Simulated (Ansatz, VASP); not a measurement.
## One calculation of KTaO3, two programs

```
CELL_PARAMETERS angstrom
3.98536 0.00000 0.00000
0.00000 3.98536 0.00000
0.00000 0.00000 3.54697
ATOMIC_POSITIONS crystal
K 0.50000 0.50000 0.50000
Ta 0.00000 0.00000 0.00000
O 0.50000 0.00000 0.00000
O 0.00000 0.50000 0.00000
O 0.00000 0.00000 0.50000
```

Change from the starting cell: normal strain along x +0.0000, normal strain along z -0.1100.

Alike in both runs: task single point; functional PBEsol; k mesh 8 × 8 × 8; occupations gaussian, width 0.05 eV; no spin polarisation.

```csv
,VASP,Ansatz
version,VASP 6.6.1,Ansatz 0.2.0
potentials or method,"VASP PAW PBE potentials, release 64 (K_sv, Ta_pv, O), cutoff 520 eV","scalar-relativistic, plane waves, PAW"
valence electrons in the cell,38,40
```

```csv
,VASP,Ansatz,Ansatz less VASP
gap on the k mesh at the Fermi level (eV),2.08,2.13,+0.051
least direct gap on the mesh (eV),2.30,2.36,+0.058
pressure (GPa),39.5,38.0,-1.52
"traceless stress, the component that is largest in VASP (GPa)",54.58,53.69,-0.895
```

VASP's potentials were made for PBE, not for PBEsol. Both programs put the cell under a high pressure, so it lies far from rest at this level. VASP's potentials hold 38 valence electrons a cell and Ansatz's 40, so a difference there can come from the potentials and not from the codes.

Neither program's run includes spin-orbit coupling.
